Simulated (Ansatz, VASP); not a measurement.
# Na: VASP beside Ansatz

INCAR

```
PREC = Accurate ; ENCUT = 520
EDIFF = 1E-7 ; ISMEAR = 0
SIGMA = 0.15 ; LREAL = F
LASPH = T ; NELM = 80
ALGO = Fast ; ISIF = 2
LWAVE = F ; LCHARG = F
GGA = CA ; NBANDS = 10
```

Contents of KPOINTS:

```
regular mesh
0
Gamma
  18 18 18
```

POSCAR

```
Na
1.0
   -1.7680000000      1.7680000000      2.5420818476
    1.7680000000     -1.7680000000      2.5420818476
    1.7680000000      1.7680000000     -2.5420818476
Na
1
Direct
    0.0000000000      0.0000000000      0.0000000000
```

Input for Ansatz:

```yaml
crystal:
  lattice:
    - [-1.768, 1.768, 2.5420818476]
    - [1.768, -1.768, 2.5420818476]
    - [1.768, 1.768, -2.5420818476]
  atoms:
    - { symbol: Na, position: [0.0, 0.0, 0.0] }
basis:
  ecutwfc: 520.0
kpoints:
  mp_grid: { grid: [18, 18, 18] }
hamiltonian:
  xc: lda
  pseudopotentials: { kind: paw }
scf:
  occupations: { method: gaussian, width: 0.15 }
output:
  forces: true
  stress: true
  eigenvalues: true
```

Alike in both runs: task single point; functional LDA; k mesh 18 × 18 × 18; occupations gaussian, width 0.15 eV; no spin polarisation.

|  | VASP | Ansatz |
| --- | --- | --- |
| version | VASP 6.6.1 | Ansatz 0.2.0 |
| potentials or method | VASP PAW LDA potentials, release 64 (Na_pv), cutoff 520 eV | scalar-relativistic, plane waves, PAW |
| valence electrons in the cell | 7 | 9 |

```tsv
	VASP	Ansatz	Ansatz less VASP
gap on the k mesh at the Fermi level (eV)	none	none	-
pressure (GPa)	0.5	0.5	+0.02
```

LDA's correlation is that of Perdew and Zunger in VASP and of Perdew and Wang (1992) in Ansatz. A gap of «none» marks a metal or a gap that the smearing closes. VASP's potentials hold 7 valence electrons a cell and Ansatz's 9, so a difference there can come from the potentials and not from the codes.
